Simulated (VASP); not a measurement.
## AlN: single point with PBEsol-based global hybrid with 25 % exact exchange

The system is AlN.

```
CELL_PARAMETERS angstrom
0.00000 2.16934 2.16934
2.16934 0.00000 2.16934
2.16934 2.16934 0.00000
ATOMIC_POSITIONS crystal
Al 0.00000 0.00000 0.00000
N 0.25000 0.25000 0.25000
```

```json
{"Program": "VASP 6.6.1", "Task": "single point", "Functional": "PBEsol-based global hybrid with 25 % exact exchange", "Potentials or basis": "VASP PAW PBE potentials, release 64 (Al, N)", "Cutoff": "520 eV", "k mesh": "5 × 5 × 5", "Occupations": "fermi-dirac, width 0.05 eV", "Spin": "no spin polarisation", "Dipole correction": "no", "Grid for exact exchange (PRECFOCK)": "Normal", "Share of exact exchange": "0.25", "Further INCAR settings": "ALGO = Normal; EDIFF = 1e-06; NBANDS = 11"}
```

```
Pressure               : 1.5 GPa
Band gap on the k mesh : 5.88 eV (least direct gap 6.48 eV)
```

Levels at points of the mesh, in eV from the valence-band top:
| k point | band 1 | band 2 | band 3 | band 4 | band 5 | band 6 | band 7 | band 8 | band 9 |
| --- | --- | --- | --- | --- | --- | --- | --- | --- | --- |
| (0.00, 0.00, 0.00) | -16.60 | 0.00 | 0.00 | 0.00 | 6.48 | 15.18 | 15.18 | 15.18 | 20.50 |

Run time: 4.3 min on 1 thread of AMD EPYC 7R43 64-Core Processor (Zen 3), with other jobs on the host, peak memory 0.1 GiB.

Caveat: the k points lie up to 0.50 Å⁻¹ apart; the PAW data sets were made with another functional, which shifts forces and pressure a little; an odd mesh through Γ misses points on the zone boundary, where band edges can lie.
